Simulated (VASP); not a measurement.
Input of a VASP 6.6.1 run:

Contents of POSCAR:

```
TiO2
1.0
   -1.9119767754      1.9119767754      4.9577007124
    1.9119767754     -1.9119767754      4.9577007124
    1.9119767754      1.9119767754     -4.9577007124
Ti O
2 4
Direct
    0.0000000000      0.0000000000      0.0000000000
    0.7500000000      0.2500000000      0.5000000000
    0.2034326260      0.2034326260      0.0000000000
    0.9534326260      0.4534326260      0.5000000000
    0.5465673740      0.0465673740      0.5000000000
    0.7965673740      0.7965673740      0.0000000000
```

File INCAR.step1:

```
SYSTEM = TiO2
ALGO = Normal
EDIFF = 1E-4
ENCUT = 520
GGA = PE
ISMEAR = 0
LASPH = .True.
LCHARG = .False.
LREAL = .False.
LWAVE = .True.
NBANDS = 33
NELM = 60
PREC = Accurate
SIGMA = 0.02
```

The input INCAR.step2:

```
SYSTEM = TiO2
ALGO = Normal
EDIFF = 1E-6
ENCUT = 520
ISIF = 2
ISMEAR = 0
ISTART = 1
LASPH = .True.
LCHARG = .False.
LMIXTAU = .True.
LREAL = .False.
LWAVE = .False.
METAGGA = R2SCAN
NBANDS = 33
NELM = 60
PREC = Accurate
SIGMA = 0.02
```

The input KPOINTS:

```
k-points
0
Gamma
  8 8 8
  0 0 0
```

Potentials or basis: VASP PAW PBE potentials, release 64 (Ti_sv, O).

The run is started by

```sh
$ cat potpaw_PBE.64/Ti_sv/POTCAR potpaw_PBE.64/O/POTCAR > POTCAR
$ cp INCAR.step1 INCAR
$ mpirun -np 1 vasp_std > vasp.out
$ cp INCAR.step2 INCAR
$ mpirun -np 1 vasp_std > vasp.out
```

Task: What does it give for the largest force?

Result: 0.029 eV/Å.

Task: What does it give for the band gap on the k mesh?

Result: 2.56 eV, indirect (least direct gap 2.78 eV).

Task: Predict the pressure.

Result: -9.2 GPa.

Forces on the atoms (eV/Å):
```
Ti   0.000  0.000  0.000
Ti   0.000  0.000  0.000
O    0.000  0.000  0.029
O    0.000  0.000  0.029
O    0.000  0.000 -0.029
O    0.000  0.000 -0.029
```

Caveat: the PAW data sets were made with another functional, which shifts forces and pressure a little. A k mesh can miss the band edges.
